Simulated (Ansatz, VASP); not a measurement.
## Two plane-wave programs on Al

```xyz
1
Lattice="0.0000 2.0248 2.0248 2.0248 0.0000 2.0248 2.0248 2.0248 0.0000" Properties=species:S:1:pos:R:3 pbc="T T T"
Al    0.0000    0.0000    0.0000
```

Alike in both runs: task single point; functional PBE; k mesh 14 × 14 × 14; occupations fermi-dirac, width 0.15 eV; no spin polarisation.

|  | VASP | Ansatz |
| --- | --- | --- |
| version | VASP 6.6.1 | Ansatz 0.2.0 |
| potentials or method | VASP PAW PBE potentials, release 64 (Al), cutoff 520 eV | plane waves, PAW |
| valence electrons in the cell | 3 | 3 |

```tsv
	VASP	Ansatz	Ansatz less VASP
pressure (GPa)	-0.5	-0.5	+0.03
```
